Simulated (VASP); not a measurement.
# Tl (I4/mmm) in VASP: further runs

The runs below take Tl through single point, with PBEsol.

Everything below comes from runs of VASP 6.6.1. Logs are shortened: lines on timing, memory, paths and dates and some standing lists are left out, and cuts for length are marked.

### Step 1. The cell of the first run

The structure is tetragonal, space group I4/mmm (No. 139). The conventional cell has a = 3.882 Å, b = 3.882 Å, c = 3.727 Å, α = 90.00°, β = 90.00°, γ = 90.00°. Within 4.4 Å of Tl (site symmetry 4/mmm) lie 14 Tl at 3.32 to 3.88 Å.

### Step 2. Single point, PBEsol (strain -0.0400 x Voigt [1, 0, 0, 0, 0, 0])

Input file INCAR:

```
SYSTEM = Tl
  ALGO = Fast
  EDIFF = 1E-7
  ENCUT = 520
  GGA = PS
  ISIF = 2
  ISMEAR = 0
  LASPH = .True.
  LCHARG = .False.
  LREAL = .False.
  LWAVE = .False.
  NBANDS = 12
  NELM = 80
  PREC = Accurate
  SIGMA = 0.15
```

Input file KPOINTS:

```
k-points
0
Gamma
  18 18 18
  0 0 0
```

Input file POSCAR:

```
Tl
1.0
   -1.8633600000      1.9410000000      1.9410000000
    1.8633600000     -1.9410000000      1.9410000000
    1.8633600000      1.9410000000     -1.9410000000
Tl
1
Direct
    0.0000000000      0.0000000000      0.0000000000
```

Potentials or basis: VASP PAW PBE potentials, release 64 (Tl_d).

The run is started by

```console
cat potpaw_PBE.64/Tl_d/POTCAR > POTCAR
mpirun -np 1 vasp_std > vasp.out
```

OUTCAR:

```text
SYSTEM = Tl
   EDIFF = 1E-7
   ENCUT = 520
   GGA = PS
   ISIF = 2
   ISMEAR = 0
   LASPH = .True.
   LREAL = .False.
   NELM = 80
   PREC = Accurate

 ion  position               nearest neighbor table
   1  0.000  0.000  0.000-

  LATTYP: Found a body centered tetragonal cell.
 ALAT       =     3.8820000000
 C/A-ratio  =     0.9600000000

  Lattice vectors:

 A1 = (  -1.8633600000,   1.9410000000,  -1.9410000000)
 A2 = (  -1.8633600000,  -1.9410000000,   1.9410000000)
 A3 = (   1.8633600000,   1.9410000000,   1.9410000000)

Analysis of symmetry for initial positions (statically):
=====================================================================
 Subroutine PRICEL returns:
 Original cell was already a primitive cell.

 Routine SETGRP: Setting up the symmetry group for a
 body centered tetragonal supercell.

 Subroutine GETGRP returns: Found 16 space group operations
 (whereof 16 operations were pure point group operations)
 out of a pool of 16 trial point group operations.

The static configuration has the point symmetry D_4h.

Analysis of symmetry for dynamics (positions and initial velocities):
=====================================================================
 Subroutine PRICEL returns:
 Original cell was already a primitive cell.

 Routine SETGRP: Setting up the symmetry group for a
 body centered tetragonal supercell.

 Subroutine GETGRP returns: Found 16 space group operations
 (whereof 16 operations were pure point group operations)
 out of a pool of 16 trial point group operations.

The dynamic configuration has the point symmetry D_4h.

 Subroutine INISYM returns: Found 16 space group operations
 (whereof 16 operations are pure point group operations),
 and found     1 'primitive' translations

----------------------------------------------------------------------------------------

                                     Primitive cell

  volume of cell :      28.0807

  direct lattice vectors                    reciprocal lattice vectors
    -1.863360000  1.941000000  1.941000000     0.000000000  0.257599176  0.257599176
     1.863360000 -1.941000000  1.941000000     0.268332475  0.000000000  0.257599176
     1.863360000  1.941000000 -1.941000000     0.268332475  0.257599176  0.000000000

  length of vectors
     3.317690837  3.317690837  3.317690837     0.364300248  0.371967273  0.371967273

  position of ions in fractional coordinates (direct lattice)
     0.000000000  0.000000000  0.000000000

  ion indices of the primitive-cell ions
   primitive index   ion index
                 1           1

----------------------------------------------------------------------------------------

 KPOINTS: k-points

Automatic generation of k-mesh.
 Grid dimensions read from file:
 generate k-points for:   18   18   18

 Generating k-lattice:

  Cartesian coordinates                     Fractional coordinates (reciprocal lattice)
     0.000000000  0.014311065  0.014311065     0.055555556  0.000000000  0.000000000
     0.014907360  0.000000000  0.014311065     0.000000000  0.055555556  0.000000000
     0.014907360  0.014311065  0.000000000     0.000000000  0.000000000  0.055555556

  Length of vectors
     0.020238903  0.020664849  0.020664849

  Shift w.r.t. Gamma in fractional coordinates (k-lattice)
     0.000000000  0.000000000  0.000000000

 Subroutine IBZKPT returns following result:
 ===========================================

 Found    480 irreducible k-points:

 Following reciprocal coordinates:
            Coordinates               Weight
  0.000000  0.000000  0.000000      1.000000
  0.055556  0.000000  0.000000      4.000000
  0.111111  0.000000  0.000000      4.000000
  0.166667  0.000000  0.000000      4.000000
  0.222222  0.000000  0.000000      4.000000
  0.277778  0.000000  0.000000      4.000000
[... 16 lines left out ...]
  0.166667  0.111111  0.000000     16.000000
  0.222222  0.111111  0.000000     16.000000
 [... further k-points ...]
   k-points           NKPTS =    480   k-points in BZ     NKDIM =    480   number of bands    NBANDS=     12
   number of dos      NEDOS =    301   number of ions     NIONS =      1
   total plane-waves  NPLWV =  21952
   dimension x,y,z NGX =    28 NGY =   28 NGZ =   28
   dimension x,y,z NGXF=    56 NGYF=   56 NGZF=   56
   ions per type =               1
   NGX,Y,Z   is equivalent  to a cutoff of  14.03, 14.03, 14.03 a.u.
   NGXF,Y,Z  is equivalent  to a cutoff of  28.06, 28.06, 28.06 a.u.
 SYSTEM =  Tl
   PREC   = accura    normal or accurate (medium, high low for compatibility)
   ISTART =      0    job   : 0-new  1-cont  2-samecut
   ICHARG =      2    charge: 1-file 2-atom 10-const
   ISPIN  =      1    spin polarized calculation?
   LNONCOLLINEAR =      F non collinear calculations
   LSORBIT =      F    spin-orbit coupling
   LASPH  =      T    aspherical Exc in radial PAW
   ENCUT  =  520.0 eV  38.22 Ry    6.18 a.u.   6.17  6.17  6.17*2*pi/ulx,y,z
   NELM   =     80;   NELMIN=  2; NELMDL= -5     # of ELM steps
   EDIFF  = 0.1E-06   stopping-criterion for ELM
   LREAL  =      F    real-space projection
   EDIFFG = 0.1E-05   stopping-criterion for IOM
   NSW    =      0    number of steps for IOM
   IBRION =     -1    ionic relax: 0-MD 1-quasi-New 2-CG
   NFREE  =      0    steps in history (QN), initial steepest desc. (CG)
   ISIF   =      2    stress and relaxation
   ISYM   =      2    0-nonsym 1-usesym 2-fastsym
   POTIM  = 0.5000    time-step for ionic-motion
   TEBEG  =    0.0;   TEEND  =   0.0 temperature during run
   PSTRESS=    0.0 pullay stress
   NELECT =      13.0000    total number of electrons
   NUPDOWN=      -1.0000    fix difference up-down
   EMIN   =  10.00;   EMAX   =-10.00  energy-range for DOS
   EFERMI =   0.00;   METHOD = LEGACY
   ISMEAR =     0;   SIGMA  =   0.15  broadening in eV -4-tet -1-fermi 0-gaus
   EFERMI_NEDOS =   21; number of points for ismear=-14 and -15
   IALGO  =     68    algorithm
   IMIX   =      4    mixing-type and parameters
     AMIX     =   0.40;   BMIX     =  1.00
     AMIX_MAG =   1.60;   BMIX_MAG =  1.00
  volume/ion in A,a.u.               =      28.08       189.50
  Fermi-wavevector in a.u.,A,eV,Ry     =   1.266446  2.393236 21.822186  1.603885
  Thomas-Fermi vector in A             =   2.399646
   LORBIT       =      0    0 simple, 1 ext, 2 COOP (PROOUT), +10 PAW based schemes
   GGA     = PS    functional components
   LHFCALC =     F    Hartree Fock is set to
   AEXX    =    0.0000 exact exchange contribution
   IVDW    =     0    specifies the selected vdW correction
   LEPSILON=     F    determine dielectric tensor
   LRPA    =     F    only Hartree local field effects (RPA)
 non-spin polarized calculation
 RMM-DIIS sequential band-by-band and
 Gauss-broadening in eV      SIGMA  =   0.15
  energy-cutoff  :      520.00
  volume of cell :       28.08
 maximum number of plane-waves:       779
 NGX is ok and might be reduce to    28
   NGX = 13   NGY = 13   NGZ = 13

 number of electron      13.0000000 magnetization

 Free energy of the ion-electron system (eV)
  ---------------------------------------------------
  ext. energy  EPLUGINS =         0.00000000
  ---------------------------------------------------
  free energy    TOTEN  =        -2.62875503 eV

  energy without entropy =       -2.62520661  energy(sigma->0) =       -2.62698082

 E-fermi :   6.5869     XC(G=0): -10.4597

 val. band max:        6.5463876509   @ k =   0.5000  -0.3889   0.2222
 cond. band min:       6.5876319676   @ k =   0.4444  -0.4444   0.2778
 fundamental gap:      0.0412443167
 Fermi energy:         6.5869294324

 k-point     1 :       0.0000    0.0000    0.0000
  band No.  band energies     occupation
      1      -5.0976      2.00000
      2      -5.0387      2.00000
      3      -5.0387      2.00000
      4      -4.6391      2.00000
      5      -4.5801      2.00000
      6      -3.6137      2.00000
      7      17.3926      0.00000
      8      17.3926      0.00000
      9      17.8925      0.00000
     10      18.8909      0.00000
     11      18.8909      0.00000
     12      19.3035      0.00000

 k-point     2 :       0.0556    0.0000    0.0000
  band No.  band energies     occupation
      1      -5.0921      2.00000
      2      -5.0441      2.00000
      3      -5.0186      2.00000
      4      -4.6460      2.00000
      5      -4.5815      2.00000
      6      -3.5444      2.00000
      7      16.4873      0.00000
      8      17.3380      0.00000
      9      17.6200      0.00000
     10      18.7491      0.00000
     11      18.7582      0.00000
     12      19.2566      0.00000

 k-point     3 :       0.1111    0.0000    0.0000
  band No.  band energies     occupation
      1      -5.0805      2.00000
      2      -5.0596      2.00000
      3      -4.9602      2.00000
      4      -4.6647      2.00000
      5      -4.5854      2.00000
      6      -3.3326      2.00000
      7      14.7004      0.00000
      8      16.9474      0.00000
      9      17.0599      0.00000
     10      18.4663      0.00000
     11      18.6639      0.00000
     12      19.1349      0.00000
[... 286 lines left out ...]
 k-point    23 :       0.1667    0.1111    0.0000
  band No.  band energies     occupation
      1      -5.1167      2.00000
      2      -5.0560      2.00000
      3      -4.7536      2.00000
      4      -4.7040      2.00000
      5      -4.6072      2.00000
      6      -2.2252      2.00000
      7      10.7934      0.00000
      8      13.4116      0.00000
      9      15.2899      0.00000
     10      18.6524      0.00000
     11      18.9834      0.00000
     12      20.3995      0.00000

 k-point    24 :       0.2222    0.1111    0.0000
  band No.  band energies     occupation
      1      -5.1403      2.00000
      2      -5.0719      2.00000
      3      -4.7118      2.00000
      4      -4.6617      2.00000
      5      -4.6030      2.00000
      6      -1.5675      2.00000
      7       9.0611      0.00000
      8      12.6834      0.00000
      9      14.7586      0.00000
     10      18.6661      0.00000
     11      19.2621      0.00000
     12      20.4555      0.00000

 [... further k-points ...]

------------------------ aborting loop because EDIFF is reached ----------------------------------------

  FORCE on cell =-STRESS in cart. coord.  units (eV):
  Direction    XX          YY          ZZ          XY          YZ          ZX
  --------------------------------------------------------------------------------------
  -------------------------------------------------------------------------------------
  Total        0.1466456      0.0832041      0.0832041      0.0000000      0.0000000      0.0000000
  in kB        8.3670376      4.7473071      4.7473071      0.0000000      0.0000000      0.0000000
  external PRESSURE =       5.9538839 kB  Pullay stress =       0.0000000 kB

 VOLUME and BASIS-vectors are now :
 -----------------------------------------------------------------------------
  energy-cutoff  :      520.00
  volume of cell :       28.08
      direct lattice vectors                 reciprocal lattice vectors
    -1.863360000  1.941000000  1.941000000     0.000000000  0.257599176  0.257599176
     1.863360000 -1.941000000  1.941000000     0.268332475  0.000000000  0.257599176
     1.863360000  1.941000000 -1.941000000     0.268332475  0.257599176  0.000000000

 POSITION                                       TOTAL-FORCE (eV/Angst)
 -----------------------------------------------------------------------------------
      0.00000      0.00000      0.00000         0.000000     -0.000000      0.000000
 -----------------------------------------------------------------------------------
    total drift:                                0.000000     -0.000000      0.000000

  FREE ENERGIE OF THE ION-ELECTRON SYSTEM (eV)
  ---------------------------------------------------
  free  energy   TOTEN  =        -2.6287550334 eV

  energy  without entropy=       -2.6252066084  energy(sigma->0) =       -2.62698082
```

Run time: 5.5 min. Hardware: 1 thread of AMD EPYC 7R13, shared host; peak memory 0.25 GiB.

Results:

```yaml
Free_energy: -2.6288 eV
Pressure: 0.6 GPa
```

Stress tensor (GPa, compression positive):
```
0.84 0.00 0.00
0.00 0.47 0.00
0.00 0.00 0.47
```

Caveat: the cell differs from its parent crystal (strain -0.0400 x Voigt [1, 0, 0, 0, 0, 0]); the PAW data sets were made with another functional, which shifts forces and pressure a little; spin-orbit coupling is left out, which moves the levels of the heavy elements.

### Step 3. Single point, PBEsol (strain -0.0300 x Voigt [1, 0, 0, 0, 0, 0])

Input file INCAR:

```
SYSTEM = Tl
PREC = Accurate
ENCUT = 520
EDIFF = 1E-6
ISMEAR = 0
SIGMA = 0.15
LREAL = .FALSE.
LASPH = .TRUE.
NELM = 60
ALGO = Fast
ISIF = 2
LWAVE = .FALSE.
LCHARG = .FALSE.
GGA = PS
NBANDS = 12
```

Input file KPOINTS:

```
regular mesh
0
G
  18 18 18
  0 0 0
```

Input file POSCAR:

```
Tl
1.0
   -1.8827700000      1.9410000000      1.9410000000
    1.8827700000     -1.9410000000      1.9410000000
    1.8827700000      1.9410000000     -1.9410000000
Tl
1
Direct
    0.0000000000      0.0000000000      0.0000000000
```

Potentials or basis: VASP PAW PBE potentials, release 64 (Tl_d).

The run is started by

```console
cat potpaw_PBE.64/Tl_d/POTCAR > POTCAR
mpirun -np 1 vasp_std > vasp.out
```

Wall time 5 min (1 thread of AMD EPYC 7R13, shared host); peak memory 0.25 GiB.

It converged, with:

```yaml
Free_energy: -2.6300 eV
Pressure: 0.2 GPa
```

Stress tensor (GPa, compression positive):
```
0.35 0.00 0.00
0.00 0.11 0.00
0.00 0.00 0.11
```

Levels at points of the mesh, in eV from the Fermi level:
```csv
k point,band 3,band 4,band 5,band 6,band 7,band 8,band 9,band 10
"(0.00, 0.00, 0.00)",-11.61,-11.21,-11.17,-10.13,10.78,10.78,11.12,12.27
"(0.50, 0.00, 0.00)",-11.25,-11.20,-10.90,-5.14,-2.86,6.15,7.52,10.53
"(0.00, 0.50, 0.00)",-11.21,-11.16,-10.89,-4.95,-2.77,5.72,7.00,9.99
"(0.50, 0.50, 0.50)",-10.97,-10.97,-10.95,-1.56,1.21,1.21,1.81,6.34
```

Caveat: the cell differs from its parent crystal (strain -0.0300 x Voigt [1, 0, 0, 0, 0, 0]); the PAW data sets were made with another functional, which shifts forces and pressure a little; spin-orbit coupling is left out, which moves the levels of the heavy elements.

(Continued in part 2 of 2.)
